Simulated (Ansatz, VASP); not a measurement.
One calculation of WS2, two programs

```
CELL_PARAMETERS angstrom
3.24015 0.00000 0.00000
-1.62007 2.80605 0.00000
0.00000 0.00000 16.64778
ATOMIC_POSITIONS crystal
W 0.33333 0.66667 0.00000
S 0.66667 0.33333 0.90787
S 0.66667 0.33333 0.09213
```

Alike in both runs: task single point; functional PBEsol; k mesh 12 × 12 × 2; occupations gaussian, width 0.02 eV; no spin polarisation.

```csv
,VASP,Ansatz
version,VASP 6.6.1,Ansatz 0.2.0
potentials or method,"VASP PAW PBE potentials, release 64 (W_sv, S), cutoff 520 eV","scalar-relativistic, plane waves, PAW"
valence electrons in the cell,26,26
```

|  | VASP | Ansatz | Ansatz less VASP |
| --- | --- | --- | --- |
| gap on the k mesh at the Fermi level (eV) | 1.29 | 1.27 | -0.013 |
| least direct gap on the mesh (eV) | 1.55 | 1.55 | -0.004 |
| rms of the force components (eV/Å) | 0.010 | 0.000 | -0.0096 |

VASP's potentials were made for PBE, not for PBEsol. Atom by atom the forces differ by 0.010 eV/Å (rms over components).

Spin-orbit coupling is off throughout.
